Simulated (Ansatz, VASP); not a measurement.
**Two plane-wave programs on TePb**

The input INCAR:

```
PREC = Accurate ; ENCUT = 520
EDIFF = 1E-7 ; ISMEAR = -1
SIGMA = 0.02 ; LREAL = False
LASPH = True ; NELM = 100
ALGO = Normal ; ISIF = 2
LWAVE = False ; LCHARG = False
GGA = PE ; NBANDS = 17
```

Contents of KPOINTS:

```
regular mesh
0
Gamma
  8 8 8
```

POSCAR

```
TePb
1.0
    0.0435711580      3.3114080100      3.3114080100
    3.3114080100      0.0435711580      3.3114080100
    3.3114080100      3.3114080100      0.0435711580
Pb Te
1 1
Direct
    0.0000000000      0.0000000000      0.0000000000
    0.5000000000      0.5000000000      0.5000000000
```

Input for Ansatz:

```yaml
crystal:
  lattice:
    - [0.043571158, 3.31140801, 3.31140801]
    - [3.31140801, 0.043571158, 3.31140801]
    - [3.31140801, 3.31140801, 0.043571158]
  atoms:
    - { symbol: Pb, position: [0.0, 0.0, 0.0] }
    - { symbol: Te, position: [0.5, 0.5, 0.5] }
kpoints:
  mp_grid: { grid: [8, 8, 8] }
  band_path:
    path:
      - [0.0, 0.0, 0.0]
      - [0.5, 0.0, 0.5]
      - [0.625, 0.25, 0.625]
      - [0.375, 0.375, 0.75]
      - [0.5, 0.5, 0.5]
      - [0.5, 0.25, 0.75]
      - [0.0, 0.0, 0.5]
    npoints: 1
hamiltonian:
  xc: pbe
scf:
  occupations: { method: fermi_dirac, width: 0.02 }
  n_extra_bands: 4
output:
  forces: true
  stress: true
  eigenvalues: true
```

Change from the starting cell: shear_111 strain +2.0%.

Alike in both runs: task single point; functional PBE; k mesh 8 × 8 × 8; occupations fermi-dirac, width 0.02 eV; no spin polarisation.

|  | VASP | Ansatz |
| --- | --- | --- |
| version | VASP 6.6.1 | Ansatz 0.2.0 |
| potentials or method | VASP PAW PBE potentials, release 64 (Pb_d, Te) | plane waves, PAW |
| plane-wave cutoff (eV) | 520 | 420 |
| valence electrons in the cell | 20 | 30 |

|  | VASP | Ansatz | Ansatz less VASP |
| --- | --- | --- | --- |
| pressure (GPa) | -0.2 | -0.2 | +0.04 |
| traceless stress, the component that is largest in VASP (GPa) | -0.19 | -0.19 | 0.000 |

The functional is the same, so the differences come from potentials, cutoffs and numerics. VASP's potentials hold 20 valence electrons a cell and Ansatz's 30, so a difference there can come from the potentials and not from the codes.

Spin-orbit coupling is off throughout.
